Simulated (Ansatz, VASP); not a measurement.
# Sb in VASP and in Ansatz

```xyz
1
Lattice="-1.8958 1.8958 1.8958 1.8958 -1.8958 1.8958 1.8958 1.8958 -1.8958" Properties=species:S:1:pos:R:3 pbc="T T T"
Sb    0.0000    0.0000    0.0000
```

Alike in both runs: functional PBE; k mesh 15 × 15 × 15; occupations fermi-dirac, width 0.05 eV; non-collinear spin, spin-orbit coupling.

Ansatz relaxed the structure, and its values are those at the end. VASP's run is a single point on that final structure, the one shown.

```csv
,VASP,Ansatz
version,VASP 6.6.1,Ansatz 0.2.0
potentials or method,"VASP PAW PBE potentials, release 64 (Sb)","PAW with Ansatz's default frozen-core files, fully relativistic files with spin-orbit coupling"
plane-wave cutoff (eV),520,420
valence electrons in the cell,5,15
```

VASP gave:

- pressure (GPa): -0.1
- net moment per atom (μB): 0.00

**Question.** What did Ansatz give for the same quantities?

**Answer.** Pressure (GPa): 0.0; net moment per atom (μB): 0.00.

VASP's potentials hold 5 valence electrons a cell and Ansatz's 15, so a difference there can come from the potentials and not from the codes.
